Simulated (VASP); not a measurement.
A run of VASP 6.6.1 is set up as follows.

The input INCAR:

```
SYSTEM = In
PREC     = Accurate       ! precision mode
ENCUT    = 500            ! plane-wave cutoff, eV
EDIFF    = 1E-6           ! SCF threshold, eV
ISMEAR   = 0              ! smearing method
SIGMA    = 0.1            ! smearing width, eV
LREAL    = .FALSE.        ! projectors in reciprocal space
LASPH    = .TRUE.         ! aspherical terms in the spheres
NELM     = 120            ! most SCF steps
ALGO     = Normal         ! electronic algorithm
ISIF     = 2              ! what is computed and relaxed
LWAVE    = .FALSE.        ! write WAVECAR
LCHARG   = .FALSE.        ! write CHGCAR
GGA      = PE             ! functional
NBANDS   = 12             ! bands
GGA_COMPAT= .FALSE.
```

The input KPOINTS:

```
regular mesh
0
G
  8 8 8
  0 0 0
```

The input POSCAR:

```
In
1.0
    0.0000000000      2.2501759242      2.2501759242
    2.2501759242      0.0000000000      2.2501759242
    2.2501759242      2.2501759242      0.0000000000
In
1
Direct
    0.0000000000      0.0000000000      0.0000000000
```

Potentials or basis: VASP PAW PBE potentials, release 64 (In_d).

Run with:

```console
$ cat potpaw_PBE.64/In_d/POTCAR > POTCAR
$ mpirun -np 1 vasp_std > vasp.out
```

(1) What does it give for the pressure?

Results:

(1) 11.1 GPa.
